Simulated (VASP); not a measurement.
Al:

```
Al
1.0
     0.00000    2.01946    2.01946
     2.01946    0.00000    2.01946
     2.01946    2.01946    0.00000
Al
1
Direct
  0.00000 0.00000 0.00000
```

```yaml
Program: VASP 6.6.1
Task: relaxation of cell and atoms
Functional: r2SCAN
Potentials_or_basis: VASP PAW PBE potentials, release 64 (Al)
Cutoff: 600 eV
k_mesh: 24 × 24 × 24
Occupations: gaussian, width 0.1 eV
Spin: no spin polarisation
```

At the start: pressure -3.3 GPa; volume 16.47 Å³/atom.

Task: Where does the relaxation end?

Result: Over 3 steps the energy falls by 7.0 meV/atom and the volume is 15.83 Å³/atom (-3.9 %); space group Fm-3m (No. 225, to 0.1 Å) before and after.

Step by step:
| step | energy change (eV) | largest force (eV/Å) | pressure (GPa) | volume (Å³) |
| --- | --- | --- | --- | --- |
| 1 | 0.0000 | 0.0000 | -3.33 | 16.47 |
| 2 | -0.0065 | 0.0000 | 1.04 | 15.67 |
| 3 | -0.0070 | 0.0000 | 0.04 | 15.83 |

Final structure:
```cif
data_structure
_symmetry_space_group_name_H-M 'P 1'
_symmetry_Int_Tables_number 1
_cell_length_a 2.8185
_cell_length_b 2.8185
_cell_length_c 2.8185
_cell_angle_alpha 60.000
_cell_angle_beta 60.000
_cell_angle_gamma 60.000
_cell_volume 15.83
loop_
_atom_site_label
_atom_site_type_symbol
_atom_site_fract_x
_atom_site_fract_y
_atom_site_fract_z
_atom_site_occupancy
Al1 Al 0.00000 0.00000 0.00000 1
```

Caveat: the PAW data sets were made with another functional, which shifts forces and pressure a little.
